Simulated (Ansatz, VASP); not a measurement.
## Two plane-wave programs on AsAu

```
Au As
1.0
     0.00000    2.78121    2.78121
     2.78121    0.00000    2.78121
     2.78121    2.78121    0.00000
Au As
1 1
Direct
  0.00000 0.00000 0.00000
  0.25000 0.25000 0.25000
```

Alike in both runs: task single point; functional PBEsol; k mesh 10 × 10 × 10; occupations gaussian, width 0.05 eV; no spin polarisation.

|  | VASP | Ansatz |
| --- | --- | --- |
| version | VASP 6.6.1 | Ansatz 0.2.0 |
| potentials or method | VASP PAW PBE potentials, release 64 (Au, As), cutoff 520 eV | scalar-relativistic, plane waves, PAW |
| valence electrons in the cell | 16 | 34 |

|  | VASP | Ansatz | Ansatz less VASP |
| --- | --- | --- | --- |
| gap on the k mesh at the Fermi level (eV) | none | none | - |
| pressure (GPa) | 10.3 | 10.3 | -0.05 |

VASP's potentials were made for PBE, not for PBEsol. A gap of «none» marks a metal or a gap that the smearing closes. VASP's potentials hold 16 valence electrons a cell and Ansatz's 34, so a difference there can come from the potentials and not from the codes.

Spin-orbit coupling is off throughout.
